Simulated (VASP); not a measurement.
Input of a VASP 6.6.1 run:

The input POSCAR:

```
Sc3Al
1.0
    4.2940972141      0.0000000000      0.0000000000
    0.0000000000      4.2940972141      0.0000000000
    0.0000000000      0.0000000000      4.2940972141
Sc Al
3 1
Direct
    0.5000000000      0.0000000000      0.5000000000
    0.0000000000      0.5000000000      0.5000000000
    0.5000000000      0.5000000000      0.0000000000
    0.0000000000      0.0000000000      0.0000000000
```

Contents of INCAR.step1:

```
ALGO = Normal
EDIFF = 1E-4
ENCUT = 520
GGA = PE
ISMEAR = 0
LASPH = True
LCHARG = False
LREAL = False
LWAVE = True
NBANDS = 26
NELM = 80
PREC = Accurate
SIGMA = 0.15
```

Contents of INCAR.step2:

```
ALGO = Normal
EDIFF = 1E-6
ENCUT = 520
ISIF = 2
ISMEAR = 0
ISTART = 1
LASPH = True
LCHARG = False
LMIXTAU = True
LREAL = False
LWAVE = False
METAGGA = R2SCAN
NBANDS = 26
NELM = 80
PREC = Accurate
SIGMA = 0.15
```

File KPOINTS:

```
k-points
0
Gamma
  12 12 12
```

Potentials or basis: VASP PAW PBE potentials, release 64 (Sc_sv, Al).

Command:

```console
$ cat potpaw_PBE.64/Sc_sv/POTCAR potpaw_PBE.64/Al/POTCAR > POTCAR
$ cp INCAR.step1 INCAR
$ mpirun -np 1 vasp_std > vasp.out
$ cp INCAR.step2 INCAR
$ mpirun -np 1 vasp_std > vasp.out
```

**Question.** What does it give for the pressure?

**Answer.** 7.3 GPa.

**Question.** Predict the band gap on the k mesh.

**Answer.** Zero (bands 18 and 19 overlap by 1.64 eV).

Caveat: the cell differs from its parent crystal (strain -0.030 along x and y, -0.030 along z); the cell stands under pressure; the PAW data sets were made with another functional, which shifts forces and pressure a little.
